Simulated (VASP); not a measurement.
# GaP (F-43m) in VASP: further runs, part 2 of 2

VASP 6.6.1.

### 3 Single point, LDA

This run uses another cell than the first one, of 19.59 Å³/atom.

INCAR reads:

```
PREC     = Accurate       # precision mode
ENCUT    = 500            # plane-wave cutoff, eV
EDIFF    = 1E-6           # SCF threshold, eV
ISMEAR   = 0              # smearing method
SIGMA    = 0.02           # smearing width, eV
LREAL    = False          # projectors in reciprocal space
LASPH    = True           # aspherical terms in the spheres
NELM     = 120            # most SCF steps
ALGO     = Normal         # electronic algorithm
ISIF     = 2              # what is computed and relaxed
LWAVE    = False          # write WAVECAR
LCHARG   = True           # write CHGCAR
GGA      = CA             # functional
LELF     = True           # ELF
LVHAR    = True         
NBANDS   = 16             # bands
GGA_COMPAT= False
```

KPOINTS reads:

```
Automatic mesh
0
Gamma
  10 10 10
```

POSCAR reads:

```
GaP
1.0
    0.0000000000      2.6956500631      2.6956500631
    2.6956500631      0.0000000000      2.6956500631
    2.6956500631      2.6956500631      0.0000000000
Ga P
1 1
Direct
    0.0000000000      0.0000000000      0.0000000000
    0.2500000000      0.2500000000      0.2500000000
```

Potentials or basis: VASP PAW LDA potentials, release 64 (Ga_d, P).

Started as:

```sh
$ cat potpaw_LDA.64/Ga_d/POTCAR potpaw_LDA.64/P/POTCAR > POTCAR
$ mpirun -np 1 vasp_std > vasp.out
```

OUTCAR:

```text
PREC = Accurate
   ENCUT = 500
   EDIFF = 1E-6
   ISMEAR = 0
   LREAL = False
   LASPH = True
   NELM = 120
   ISIF = 2
   GGA = CA

 ion  position               nearest neighbor table
   1  0.000  0.000  0.000-   2 2.33   2 2.33   2 2.33   2 2.33
   2  0.250  0.250  0.250-   1 2.33   1 2.33   1 2.33   1 2.33

  LATTYP: Found a face centered cubic cell.
 ALAT       =     5.3913001262

  Lattice vectors:

 A1 = (   0.0000000000,   2.6956500631,   2.6956500631)
[... 641 lines left out ...]

------------------------ aborting loop because EDIFF is reached ----------------------------------------

  FORCE on cell =-STRESS in cart. coord.  units (eV):
  Direction    XX          YY          ZZ          XY          YZ          ZX
  --------------------------------------------------------------------------------------
  -------------------------------------------------------------------------------------
  Total        0.0184209      0.0184209      0.0184209      0.0000000      0.0000000      0.0000000
  in kB        0.7533588      0.7533588      0.7533588      0.0000000      0.0000000      0.0000000
  external PRESSURE =       0.7533588 kB  Pullay stress =       0.0000000 kB

 VOLUME and BASIS-vectors are now :
 -----------------------------------------------------------------------------
  energy-cutoff  :      500.00
  volume of cell :       39.18
      direct lattice vectors                 reciprocal lattice vectors
     0.000000000  2.695650063  2.695650063    -0.185484016  0.185484016  0.185484016
     2.695650063  0.000000000  2.695650063     0.185484016 -0.185484016  0.185484016
     2.695650063  2.695650063  0.000000000     0.185484016  0.185484016 -0.185484016

 POSITION                                       TOTAL-FORCE (eV/Angst)
 -----------------------------------------------------------------------------------
      0.00000      0.00000      0.00000        -0.000000     -0.000000     -0.000000
      1.34783      1.34783      1.34783         0.000000      0.000000      0.000000
 -----------------------------------------------------------------------------------
    total drift:                                0.000000      0.000000      0.000000

  FREE ENERGIE OF THE ION-ELECTRON SYSTEM (eV)
  ---------------------------------------------------
  free  energy   TOTEN  =       -10.4529828490 eV

  energy  without entropy=      -10.4529828490  energy(sigma->0) =      -10.45298285
```

OSZICAR:

```text
N       E                     dE             d eps       ncg     rms          rms(c)
DAV:   1     0.757954709897E+02    0.75795E+02   -0.87176E+03  1576   0.159E+03
DAV:   2    -0.473143622663E+01   -0.80527E+02   -0.76130E+02  1664   0.297E+02
DAV:   3    -0.106877528688E+02   -0.59563E+01   -0.59345E+01  1936   0.639E+01
DAV:   4    -0.107848400825E+02   -0.97087E-01   -0.97070E-01  1808   0.879E+00
DAV:   5    -0.107864605816E+02   -0.16205E-02   -0.16203E-02  1976   0.978E-01    0.449E+00
DAV:   6    -0.105082415561E+02    0.27822E+00   -0.36638E-01  2328   0.106E+01    0.290E+00
DAV:   7    -0.104577192957E+02    0.50522E-01   -0.89165E-02  2096   0.210E+00    0.108E+00
DAV:   8    -0.104530214481E+02    0.46978E-02   -0.11693E-02  1696   0.119E+00    0.211E-01
DAV:   9    -0.104529787428E+02    0.42705E-04   -0.10234E-03  2264   0.408E-01    0.632E-02
DAV:  10    -0.104529769435E+02    0.17993E-05   -0.54960E-05  2232   0.883E-02    0.265E-02
DAV:  11    -0.104529831095E+02   -0.61660E-05   -0.94720E-06  1888   0.446E-02    0.851E-03
DAV:  12    -0.104529828490E+02    0.26048E-06   -0.49597E-07  1344   0.781E-03
   1 F= -.10452983E+02 E0= -.10452983E+02  d E =-.520060E-25
```

Wall time 40 s (1 thread of AMD EPYC 7R13, shared host); peak memory 0.12 GiB.

What came out:

| Quantity | Value |
| --- | --- |
| Free energy | -10.4530 eV |
| Pressure | 0.1 GPa |
| Band gap on the k mesh | 1.40 eV (least direct gap 1.91 eV) |

Levels at points of the mesh, in eV from the valence-band top:
| k point | band 6 | band 7 | band 8 | band 9 | band 10 | band 11 | band 12 | band 13 |
| --- | --- | --- | --- | --- | --- | --- | --- | --- |
| (0.00, 0.00, 0.00) | -12.76 | 0.00 | 0.00 | 0.00 | 1.91 | 3.78 | 3.78 | 3.78 |
| (0.50, 0.00, 0.00) | -10.57 | -6.90 | -1.18 | -1.18 | 1.62 | 4.62 | 4.62 | 8.11 |
| (0.50, 0.50, 0.00) | -9.60 | -7.00 | -2.82 | -2.82 | 1.43 | 1.65 | 10.70 | 10.70 |

### 4 Single point, LDA

This run uses another cell than the first one, of 19.59 Å³/atom.

INCAR reads:

```
ALGO = Normal ; EDIFF = 1E-6
ENCUT = 500 ; GGA_COMPAT = False
ISIF = 2 ; ISMEAR = 0
LASPH = True ; LCHARG = True
LELF = True ; LREAL = False
LVHAR = True ; LWAVE = False
NBANDS = 16 ; NELM = 120
PREC = Accurate ; SIGMA = 0.02
```

KPOINTS reads:

```
k-points
0
Gamma
  10 10 10
```

POSCAR is that of step 3.

Started as:

```sh
$ cat potpaw_LDA.64/Ga_d/POTCAR potpaw_LDA.64/P/POTCAR > POTCAR
$ mpirun -np 1 vasp_std > vasp.out
```

It took 33 s on 1 thread of AMD EPYC 7R13, shared host; peak memory 0.12 GiB.

Results (log left out):

| Item | Value |
| --- | --- |
| Free energy | -10.4530 eV |
| Pressure | 0.1 GPa |
| Band gap on the k mesh | 1.40 eV (least direct gap 1.91 eV) |

Levels at points of the mesh, in eV from the valence-band top:
```csv
k point,band 6,band 7,band 8,band 9,band 10,band 11,band 12,band 13
"(0.00, 0.00, 0.00)",-12.76,0.00,0.00,0.00,1.91,3.78,3.78,3.78
"(0.50, 0.00, 0.00)",-10.57,-6.90,-1.18,-1.18,1.62,4.62,4.62,8.11
"(0.50, 0.50, 0.00)",-9.60,-7.00,-2.82,-2.82,1.43,1.65,10.70,10.70
```

### 5 Relaxation of cell and atoms, LDA

This run uses another cell than the first one, of 20.24 Å³/atom.

INCAR reads:

```
PREC = Accurate
ENCUT = 500
EDIFF = 1E-7
ISMEAR = 0
SIGMA = 0.02
LREAL = F
LASPH = T
NELM = 120
ALGO = Normal
ISIF = 3
LWAVE = F
LCHARG = F
IBRION = 2
NSW = 100
EDIFFG = -0.002
GGA_COMPAT = F
NELMIN = 4
```

KPOINTS reads:

```
regular mesh
0
Gamma
  8 8 8
```

POSCAR reads:

```
GaP
1.0
    0.0000000000      2.7252500000      2.7252500000
    2.7252500000      0.0000000000      2.7252500000
    2.7252500000      2.7252500000      0.0000000000
Ga P
1 1
Direct
    0.0000000000      0.0000000000      0.0000000000
    0.2500000000      0.2500000000      0.2500000000
```

Potentials or basis: VASP PAW LDA potentials, release 64 (Ga_d, P).

Started as:

```sh
$ cat potpaw_LDA.64/Ga_d/POTCAR potpaw_LDA.64/P/POTCAR > POTCAR
$ mpirun -np 1 vasp_std > vasp.out
```

OUTCAR:

```text
PREC = Accurate
   ENCUT = 500
   EDIFF = 1E-7
   ISMEAR = 0
   LREAL = F
   LASPH = T
   NELM = 120
   ISIF = 3
   IBRION = 2
   NSW = 100
   EDIFFG = -0.002
   NELMIN = 4

 ion  position               nearest neighbor table
   1  0.000  0.000  0.000-   2 2.36   2 2.36   2 2.36   2 2.36
   2  0.250  0.250  0.250-   1 2.36   1 2.36   1 2.36   1 2.36

  LATTYP: Found a face centered cubic cell.
 ALAT       =     5.4505000000

  Lattice vectors:

 A1 = (   0.0000000000,   2.7252500000,   2.7252500000)
 A2 = (   2.7252500000,   0.0000000000,   2.7252500000)
 A3 = (   2.7252500000,   2.7252500000,   0.0000000000)

Analysis of symmetry for initial positions (statically):
[... 267 lines left out ...]
      3      -9.9279      2.00000
      4      -9.8200      2.00000
      5      -9.8200      2.00000
      6      -7.9154      2.00000
      7       4.8356      2.00000
      8       4.8356      2.00000
      9       4.8356      2.00000
     10       6.7349      0.00000
     11       8.6193      0.00000
     12       8.6193      0.00000
     13       8.6193      0.00000
[... 354 lines left out ...]
  band No.  band energies     occupation
      1     -10.0196      2.00000
      2      -9.8948      2.00000
      3      -9.8811      2.00000
      4      -9.8260      2.00000
      5      -9.8121      2.00000
      6      -5.2959      2.00000
      7      -1.8131      2.00000
      8       1.4765      2.00000
      9       2.7884      2.00000
     10       8.2697      0.00000
     11       8.9877      0.00000
     12      11.2960      0.00000
     13      12.7340      0.00000

 [... further k-points ...]

------------------------ aborting loop because EDIFF is reached ----------------------------------------

  FORCE on cell =-STRESS in cart. coord.  units (eV):
  Direction    XX          YY          ZZ          XY          YZ          ZX
  --------------------------------------------------------------------------------------
  -------------------------------------------------------------------------------------
  Total       -0.0018189     -0.0018189     -0.0018189     -0.0000000      0.0000000     -0.0000000
  in kB       -0.0742959     -0.0742959     -0.0742959     -0.0000000      0.0000000     -0.0000000
  external PRESSURE =      -0.0742959 kB  Pullay stress =       0.0000000 kB
[... 17 lines left out ...]
  FREE ENERGIE OF THE ION-ELECTRON SYSTEM (eV)
  ---------------------------------------------------
  free  energy   TOTEN  =       -10.4508707053 eV

  energy  without entropy=      -10.4508707053  energy(sigma->0) =      -10.45087071

 reached required accuracy - stopping structural energy minimisation
```

CONTCAR:

```text
GaP
   1.00000000000000
    -0.0000000000000000    2.6967595933633599    2.6967595933633599
     2.6967595933633599   -0.0000000000000000    2.6967595933633599
     2.6967595933633599    2.6967595933633599    0.0000000000000000
  Ga              P
     1     1
Direct
     0.0000000000000000    0.0000000000000000    0.0000000000000000
     0.2500000000000000    0.2500000000000000    0.2500000000000000

  0.00000000E+00  0.00000000E+00  0.00000000E+00
  0.00000000E+00  0.00000000E+00  0.00000000E+00
```

Wall time 45 s (1 thread of AMD EPYC 7R13, shared host); peak memory 0.12 GiB.

Results:

- Free energy: -10.4509 eV
- Relaxed volume: 19.61 Å³/atom
- Relaxed cell: a = 3.814 Å, b = 3.814 Å, c = 3.814 Å, α = 60.00°, β = 60.00°, γ = 60.00°
- Space group after relaxing (to 0.1 Å): F-43m (No. 216)
- Energy gained by relaxing: 5.3 meV/atom
- Ionic steps: 3
- Pressure after relaxing: 0.0 GPa
- Band gap on the k mesh: 1.43 eV (least direct gap 1.90 eV)

The path:
```csv
step,energy change (eV),largest force (eV/Å),pressure (GPa),volume (Å³)
1,0.0000,0.0000,-2.64,40.48
2,-0.0074,0.0000,1.61,38.55
3,-0.0107,0.0000,-0.01,39.22
```

Final structure:
```
CELL_PARAMETERS angstrom
0.00000 2.69676 2.69676
2.69676 0.00000 2.69676
2.69676 2.69676 0.00000
ATOMIC_POSITIONS crystal
Ga 0.00000 0.00000 0.00000
P 0.25000 0.25000 0.25000
```

Levels at points of the mesh, in eV from the valence-band top:
```
           k point  band 7  band 8  band 9  band 10  band 11  band 12
(0.00, 0.00, 0.00)    0.00    0.00    0.00     1.90     3.78     3.78
(0.50, 0.00, 0.00)   -6.89   -1.18   -1.18     1.61     4.62     4.62
(0.50, 0.50, 0.00)   -6.99   -2.82   -2.82     1.43     1.65    10.69
```

### 6 Summary

| task | cell | k mesh | gap on the mesh (eV) | pressure (GPa) |
| --- | --- | --- | --- | --- |
| single point | a = 3.923 Å, angles 60.0°, 2 atoms | 8 × 8 × 8 | 1.20 | -6.3 |
| single point | a = 3.812 Å, angles 60.0°, 2 atoms | 10 × 10 × 10 | 1.40 | 0.1 |
| relaxation of cell and atoms | relaxed from a = 3.854 Å, angles 60.0°, 2 atoms | 8 × 8 × 8 | 1.43 | 0.0 |

Alike in all rows: level LDA; potentials or basis VASP PAW LDA potentials, release 64 (Ga_d, P); no spin polarisation; cutoff (eV) 500; smearing gaussian 0.02 eV.

Caveats: the cell stands under tension (at least some runs).

Total energies depend on the potentials used, so only differences within one code and one set of settings carry meaning.

### 7 How close it comes

Step 3. Against the measured gap of GaP, 2.34 eV (indirect; 10 K; quoted in “Stacking defects in GaP nanowires: Electronic structure and optical properties”, 2018, arxiv:1810.01194), the calculated 1.40 eV is off by -0.94 eV. Spin-orbit coupling on Ga is left out. The value is that of LDA on a finite k mesh, which can miss the band edges, without temperature or zero-point motion. Semilocal functionals fall short of measured gaps as a rule.

Step 4. A measured gap of GaP is 2.34 eV (indirect; 10 K; quoted in “Stacking defects in GaP nanowires: Electronic structure and optical properties”, 2018, arxiv:1810.01194); the calculated 1.40 eV misses it by -0.94 eV. Spin-orbit coupling on Ga is left out. The value is that of LDA on a finite k mesh, which can miss the band edges, without temperature or zero-point motion. Semilocal functionals fall short of measured gaps as a rule.
